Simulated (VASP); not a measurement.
A run of VASP 6.6.1 is set up as follows.

POSCAR

```
SnSe2
1.0
    3.8110000000      0.0000000000      0.0000000000
   -1.9055000000      3.3004228138      0.0000000000
    0.0000000000      0.0000000000      6.1360000000
Sn Se
1 2
Direct
    0.0000000000      0.0000000000      0.0000000000
    0.6666666667      0.3333333333      0.7510000000
    0.3333333333      0.6666666667      0.2490000000
```

The input INCAR.step1:

```
PREC = Accurate ; ENCUT = 520
EDIFF = 1E-5 ; ISMEAR = -1
SIGMA = 0.05 ; LREAL = False
LASPH = True ; NELM = 80
ALGO = Normal ; ISIF = 2
LWAVE = True ; LCHARG = False
NBANDS = 20 ; GGA = PE
```

Contents of INCAR.step2:

```
PREC = Accurate ; ENCUT = 520
EDIFF = 1E-6 ; ISMEAR = -1
SIGMA = 0.05 ; LREAL = False
LASPH = True ; NELM = 80
ALGO = Normal ; ISIF = 2
LWAVE = False ; LCHARG = False
GGA = PE ; LHFCALC = True
AEXX = 0.25 ; PRECFOCK = Normal
NBANDS = 20 ; ISTART = 1
```

File KPOINTS:

```
Automatic mesh
0
Gamma
  5 5 3
```

Potentials or basis: VASP PAW PBE potentials, release 64 (Sn_d, Se).

The run is started by

```bash
$ cat potpaw_PBE.64/Sn_d/POTCAR potpaw_PBE.64/Se/POTCAR > POTCAR
$ cp INCAR.step1 INCAR
$ mpirun -np 1 vasp_std > vasp.out
$ cp INCAR.step2 INCAR
$ mpirun -np 1 vasp_std > vasp.out
```

Task: Predict the band gap on the k mesh.

Result: 2.23 eV (least direct gap 2.59 eV).

Task: Predict the pressure.

Result: 2.5 GPa.

Task: Predict the largest force.

Result: 0.280 eV/Å.

Forces on the atoms (eV/Å):
```
Sn   0.000  0.000  0.000
Se   0.000  0.000 -0.280
Se   0.000  0.000  0.280
```

Caveat: the PAW data sets were made with another functional, which shifts forces and pressure a little; spin-orbit coupling is left out, which moves the levels of the heavy elements; an odd mesh through Γ misses points on the zone boundary, where band edges can lie; this functional lacks dispersion, which binds the layers, so the pressure and a relaxed spacing across them are unreliable.
